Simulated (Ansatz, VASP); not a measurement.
## Two plane-wave programs on WC

```
W C
1.0
     2.86698    0.00000    0.00000
    -1.43349    2.48288    0.00000
     0.00000    0.00000    2.80964
W C
1 1
Direct
  0.00000 0.00000 0.00000
  0.33333 0.66667 0.50000
```

Alike in both runs: task relaxation of cell and atoms; functional PBE; k mesh 17 × 17 × 15; occupations fermi-dirac, width 0.1 eV; no spin polarisation.

|  | VASP | Ansatz |
| --- | --- | --- |
| version | VASP 6.6.1 | Ansatz 0.2.0 |
| potentials or method | VASP PAW PBE potentials, release 64 (W_sv, C) | PAW with Ansatz's default frozen-core files, scalar-relativistic |
| plane-wave cutoff (eV) | 600 | 420 |
| valence electrons in the cell | 18 | 18 |

|  | VASP | Ansatz | Ansatz less VASP |
| --- | --- | --- | --- |
| relaxed volume (Å³/atom) | 10.55 | 10.53 | -0.027 |
| relaxed cell length with the largest relative difference (Å) | 2.849 | 2.846 | -0.0030 |

Neither program's run includes spin-orbit coupling.
